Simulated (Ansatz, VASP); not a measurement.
## Two plane-wave programs on BN

```xyz
4
Lattice="2.5539 0.0000 0.0000 -1.2770 2.2118 0.0000 0.0000 0.0000 4.2269" Properties=species:S:1:pos:R:3 pbc="T T T"
B     1.2770    0.7373    4.2257
B     0.0000    1.4745    2.1123
N     1.1355    0.5958    2.8430
N     0.0000    1.4745    0.5295
```

Alike in both runs: task single point; functional r2SCAN; k mesh 12 × 12 × 6; occupations gaussian, width 0.05 eV; no spin polarisation.

|  | VASP | Ansatz |
| --- | --- | --- |
| version | VASP 6.6.1 | Ansatz 0.2.0 |
| potentials or method | VASP PAW PBE potentials, release 64 (B, N), cutoff 520 eV | scalar-relativistic, plane waves, PAW |
| valence electrons in the cell | 16 | 16 |

VASP gave:

```
gap on the k mesh at the Fermi level (eV)                     : 3.36
least direct gap on the mesh (eV)                             : 7.35
pressure (GPa)                                                : 7.0
traceless stress, the component that is largest in VASP (GPa) : 5.84
rms of the force components (eV/Å)                            : 2.975
```

Question: Estimate Ansatz's values.

Answer: gap on the k mesh at the Fermi level (eV): 3.38; least direct gap on the mesh (eV): 7.35; pressure (GPa): 6.0; traceless stress, the component that is largest in VASP (GPa): 5.59; rms of the force components (eV/Å): 2.973.

VASP's potentials were made for PBE, not for r2SCAN. Atom by atom the forces differ by 0.009 eV/Å (rms over components). With one functional, cell and mesh, what is left measures potentials, basis and numerics.
